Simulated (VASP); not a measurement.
# C (Fmmm) in VASP: single point with PBEsol

Aim: the single point of C with PBEsol.

Everything below comes from runs of VASP 6.6.1. Logs are shortened: lines on timing, memory, paths and dates and some standing lists are left out, and cuts for length are marked.

## (1) The cell of the first run

The structure is orthorhombic, space group Fmmm (No. 69). Conventional cell: a = 2.456 Å, b = 4.254 Å, c = 6.696 Å, α = 90.00°, β = 90.00°, γ = 90.00°. C (site symmetry m2m) has 3 C at 1.42 Å within 1.9 Å.

## (2) Single point, PBEsol

Input file INCAR:

```
  PREC = Accurate
  ENCUT = 520
  EDIFF = 1E-7
  ISMEAR = 0
  SIGMA = 0.05
  LREAL = False
  LASPH = True
  NELM = 60
  ALGO = Normal
  ISIF = 2
  LWAVE = False
  LCHARG = True
  GGA = PS
  LELF = True
  LVHAR = True
  NBANDS = 11
```

Input file KPOINTS:

```
Automatic mesh
0
Gamma
  14 14 14
```

Input file POSCAR:

```
C
1.0
    0.0000000000      2.1270000000      3.3480000000
    1.2280000000      0.0000000000      3.3480000000
    1.2280000000      2.1270000000      0.0000000000
C
2
Direct
    0.1666700000      0.8333300000      0.1666700000
    0.8333300000      0.1666700000      0.8333300000
```

Potentials or basis: VASP PAW PBE potentials, release 64 (C).

On the command line:

```sh
> cat potpaw_PBE.64/C/POTCAR > POTCAR
> mpirun -np 1 vasp_std > vasp.out
```

OUTCAR:

```text
PREC = Accurate
   ENCUT = 520
   EDIFF = 1E-7
   ISMEAR = 0
   LREAL = False
   LASPH = True
   NELM = 60
   ISIF = 2
   GGA = PS

 ion  position               nearest neighbor table
   1  0.167  0.833  0.167-   2 1.42   2 1.42   2 1.42
   2  0.833  0.167  0.833-   1 1.42   1 1.42   1 1.42

  LATTYP: Found a face centered orthorhombic cell.
 ALAT       =     2.4560000000
 B/A-ratio  =     1.7320846906
 C/A-ratio  =     2.7263843648

  Lattice vectors:

 A1 = (   0.0000000000,   2.1270000000,   3.3480000000)
 A2 = (   1.2280000000,   0.0000000000,   3.3480000000)
 A3 = (   1.2280000000,   2.1270000000,   0.0000000000)

Analysis of symmetry for initial positions (statically):
=====================================================================
 Subroutine PRICEL returns:
 Original cell was already a primitive cell.

 Routine SETGRP: Setting up the symmetry group for a
 face centered orthorhombic supercell.

 Subroutine GETGRP returns: Found  8 space group operations
 (whereof  8 operations were pure point group operations)
 out of a pool of  8 trial point group operations.

The static configuration has the point symmetry D_2h.

Analysis of symmetry for dynamics (positions and initial velocities):
=====================================================================
 Subroutine PRICEL returns:
 Original cell was already a primitive cell.

 Routine SETGRP: Setting up the symmetry group for a
 face centered orthorhombic supercell.

 Subroutine GETGRP returns: Found  8 space group operations
 (whereof  8 operations were pure point group operations)
 out of a pool of  8 trial point group operations.

The dynamic configuration has the point symmetry D_2h.

 Subroutine INISYM returns: Found  8 space group operations
 (whereof  8 operations are pure point group operations),
 and found     1 'primitive' translations

----------------------------------------------------------------------------------------

                                     Primitive cell

  volume of cell :      17.4897

  direct lattice vectors                    reciprocal lattice vectors
     0.000000000  2.127000000  3.348000000    -0.407166124  0.235072873  0.149342891
     1.228000000  0.000000000  3.348000000     0.407166124 -0.235072873  0.149342891
     1.228000000  2.127000000  0.000000000     0.407166124  0.235072873 -0.149342891

  length of vectors
     3.966513961  3.566102635  2.456036034     0.493301943  0.493301943  0.493301943

  position of ions in fractional coordinates (direct lattice)
     0.166670000  0.833330000  0.166670000
     0.833330000  0.166670000  0.833330000

  ion indices of the primitive-cell ions
   primitive index   ion index
                 1           1
                 2           2

----------------------------------------------------------------------------------------

 KPOINTS: Automatic mesh

Automatic generation of k-mesh.
 Grid dimensions read from file:
 generate k-points for:   14   14   14

 Generating k-lattice:

  Cartesian coordinates                     Fractional coordinates (reciprocal lattice)
    -0.029083295  0.016790919  0.010667349     0.071428571  0.000000000  0.000000000
     0.029083295 -0.016790919  0.010667349     0.000000000  0.071428571  0.000000000
     0.029083295  0.016790919 -0.010667349     0.000000000  0.000000000  0.071428571

  Length of vectors
     0.035235853  0.035235853  0.035235853

  Shift w.r.t. Gamma in fractional coordinates (k-lattice)
     0.000000000  0.000000000  0.000000000

 Subroutine IBZKPT returns following result:
 ===========================================

 Found    428 irreducible k-points:

 Following reciprocal coordinates:
            Coordinates               Weight
  0.000000  0.000000  0.000000      1.000000
  0.071429  0.000000  0.000000      8.000000
  0.142857  0.000000  0.000000      8.000000
  0.214286  0.000000  0.000000      8.000000
  0.285714  0.000000  0.000000      8.000000
  0.357143  0.000000 -0.000000      8.000000
[... 16 lines left out ...]
  0.214286  0.142857  0.000000      8.000000
  0.285714  0.142857  0.000000      8.000000
 [... further k-points ...]
   k-points           NKPTS =    428   k-points in BZ     NKDIM =    428   number of bands    NBANDS=     11
   number of dos      NEDOS =    301   number of ions     NIONS =      2
   total plane-waves  NPLWV =  15120
   dimension x,y,z NGX =    30 NGY =   28 NGZ =   18
   dimension x,y,z NGXF=    60 NGYF=   56 NGZF=   36
   ions per type =               2
   NGX,Y,Z   is equivalent  to a cutoff of  12.57, 13.05, 12.18 a.u.
   NGXF,Y,Z  is equivalent  to a cutoff of  25.15, 26.11, 24.37 a.u.
 SYSTEM =  unknown system
   PREC   = accura    normal or accurate (medium, high low for compatibility)
   ISTART =      0    job   : 0-new  1-cont  2-samecut
   ICHARG =      2    charge: 1-file 2-atom 10-const
   ISPIN  =      1    spin polarized calculation?
   LNONCOLLINEAR =      F non collinear calculations
   LSORBIT =      F    spin-orbit coupling
   LASPH  =      T    aspherical Exc in radial PAW
   ENCUT  =  520.0 eV  38.22 Ry    6.18 a.u.   7.38  6.63  4.57*2*pi/ulx,y,z
   NELM   =     60;   NELMIN=  2; NELMDL= -5     # of ELM steps
   EDIFF  = 0.1E-06   stopping-criterion for ELM
   LREAL  =      F    real-space projection
   EDIFFG = 0.1E-05   stopping-criterion for IOM
   NSW    =      0    number of steps for IOM
   IBRION =     -1    ionic relax: 0-MD 1-quasi-New 2-CG
   NFREE  =      0    steps in history (QN), initial steepest desc. (CG)
   ISIF   =      2    stress and relaxation
   ISYM   =      2    0-nonsym 1-usesym 2-fastsym
   POTIM  = 0.5000    time-step for ionic-motion
   TEBEG  =    0.0;   TEEND  =   0.0 temperature during run
   PSTRESS=    0.0 pullay stress
   NELECT =       8.0000    total number of electrons
   NUPDOWN=      -1.0000    fix difference up-down
   EMIN   =  10.00;   EMAX   =-10.00  energy-range for DOS
   EFERMI =   0.00;   METHOD = LEGACY
   ISMEAR =     0;   SIGMA  =   0.05  broadening in eV -4-tet -1-fermi 0-gaus
   EFERMI_NEDOS =   21; number of points for ismear=-14 and -15
   IALGO  =     38    algorithm
   IMIX   =      4    mixing-type and parameters
     AMIX     =   0.40;   BMIX     =  1.00
     AMIX_MAG =   1.60;   BMIX_MAG =  1.00
  volume/ion in A,a.u.               =       8.74        59.01
  Fermi-wavevector in a.u.,A,eV,Ry     =   1.261376  2.383654 21.647797  1.591068
  Thomas-Fermi vector in A             =   2.394838
   LORBIT       =      0    0 simple, 1 ext, 2 COOP (PROOUT), +10 PAW based schemes
   GGA     = PS    functional components
   LHFCALC =     F    Hartree Fock is set to
   AEXX    =    0.0000 exact exchange contribution
   IVDW    =     0    specifies the selected vdW correction
   LEPSILON=     F    determine dielectric tensor
   LRPA    =     F    only Hartree local field effects (RPA)
 non-spin polarized calculation
 Gauss-broadening in eV      SIGMA  =   0.05
  energy-cutoff  :      520.00
  volume of cell :       17.49
 maximum number of plane-waves:       499
 NGX is ok and might be reduce to    30
   NGX = 15   NGY = 13   NGZ =  9

 number of electron       8.0000000 magnetization

 Free energy of the ion-electron system (eV)
  ---------------------------------------------------
  ext. energy  EPLUGINS =         0.00000000
  ---------------------------------------------------
  free energy    TOTEN  =       -19.28136699 eV

  energy without entropy =      -19.28136699  energy(sigma->0) =      -19.28136699

 E-fermi :   4.9767     XC(G=0): -10.5821

 val. band max:        4.8146026688   @ k =   0.5000  -0.1429   0.3571
 cond. band min:       5.1517298261   @ k =  -0.1429   0.2143   0.2857
 fundamental gap:      0.3371271573
 Fermi energy:         4.9766937122

 k-point     1 :       0.0000    0.0000    0.0000
  band No.  band energies     occupation
      1     -15.0211      2.00000
      2      -1.9398      2.00000
      3       1.7133      2.00000
      4       1.7400      2.00000
      5       8.7084      0.00000
      6      13.0632      0.00000
      7      13.1365      0.00000
      8      16.2349      0.00000
      9      17.6687      0.00000
     10      27.1631      0.00000
     11      30.2255      0.00000

 k-point     2 :       0.0714    0.0000    0.0000
  band No.  band energies     occupation
      1     -14.8946      2.00000
      2      -1.8318      2.00000
      3       1.2505      2.00000
      4       1.4618      2.00000
      5       8.9207      0.00000
      6      13.1700      0.00000
      7      13.6090      0.00000
      8      15.7808      0.00000
      9      17.8925      0.00000
     10      27.5721      0.00000
     11      28.9780      0.00000

 k-point     3 :       0.1429    0.0000    0.0000
  band No.  band energies     occupation
      1     -14.5170      2.00000
      2      -1.5058      2.00000
      3      -0.0151      2.00000
      4       0.8210      2.00000
      5       9.5513      0.00000
      6      13.1782      0.00000
      7      14.5361      0.00000
      8      15.0352      0.00000
      9      18.6158      0.00000
     10      26.5673      0.00000
     11      28.6632      0.00000
[... 267 lines left out ...]
 k-point    23 :       0.2143    0.1429    0.0000
  band No.  band energies     occupation
      1     -14.8144      2.00000
      2      -2.4652      2.00000
      3       1.2414      2.00000
      4       1.4614      2.00000
      5      10.3262      0.00000
      6      13.1563      0.00000
      7      13.6057      0.00000
      8      15.8392      0.00000
      9      17.8441      0.00000
     10      27.3916      0.00000
     11      28.3886      0.00000

 k-point    24 :       0.2857    0.1429    0.0000
  band No.  band energies     occupation
      1     -14.4177      2.00000
      2      -2.2586      2.00000
      3      -0.0353      2.00000
      4       0.8209      2.00000
      5      11.2972      0.00000
      6      13.1736      0.00000
      7      14.6546      0.00000
      8      15.0462      0.00000
      9      18.5175      0.00000
     10      26.5808      0.00000
     11      28.5047      0.00000

 [... further k-points ...]

------------------------ aborting loop because EDIFF is reached ----------------------------------------

  FORCE on cell =-STRESS in cart. coord.  units (eV):
  Direction    XX          YY          ZZ          XY          YZ          ZX
  --------------------------------------------------------------------------------------
  -------------------------------------------------------------------------------------
  Total        0.2503486      0.2526884      0.1952274      0.0000000      0.0000000      0.0000000
  in kB       22.9337165     23.1480607     17.8842257      0.0000000      0.0000000      0.0000000
  external PRESSURE =      21.3220010 kB  Pullay stress =       0.0000000 kB

 VOLUME and BASIS-vectors are now :
 -----------------------------------------------------------------------------
  energy-cutoff  :      520.00
  volume of cell :       17.49
      direct lattice vectors                 reciprocal lattice vectors
     0.000000000  2.127000000  3.348000000    -0.407166124  0.235072873  0.149342891
     1.228000000  0.000000000  3.348000000     0.407166124 -0.235072873  0.149342891
     1.228000000  2.127000000  0.000000000     0.407166124  0.235072873 -0.149342891

 POSITION                                       TOTAL-FORCE (eV/Angst)
 -----------------------------------------------------------------------------------
      1.22800      0.70901      3.34800         0.000000      0.032626      0.000000
      1.22800      3.54499      3.34800         0.000000     -0.032626      0.000000
 -----------------------------------------------------------------------------------
    total drift:                               -0.000000     -0.000000     -0.000000

  FREE ENERGIE OF THE ION-ELECTRON SYSTEM (eV)
  ---------------------------------------------------
  free  energy   TOTEN  =       -19.2813669929 eV

  energy  without entropy=      -19.2813669917  energy(sigma->0) =      -19.28136699
```

It took 99 s on 1 thread of AMD EPYC 7R13 (Zen 3), shared host; peak memory 0.15 GiB.

Results:

- Free energy: -19.2814 eV
- Pressure: 2.1 GPa
- Largest force: 0.033 eV/Å
- Band gap on the k mesh: 0.34 eV, indirect (least direct gap 0.42 eV)

Forces on the atoms (eV/Å):
```
C    0.000  0.033  0.000
C    0.000 -0.033  0.000
```

Stress tensor (GPa, compression positive):
```
2.29 0.00 0.00
0.00 2.31 0.00
0.00 0.00 1.79
```

Caveat: the PAW data sets were made with another functional, which shifts forces and pressure a little. A k mesh can miss the band edges.
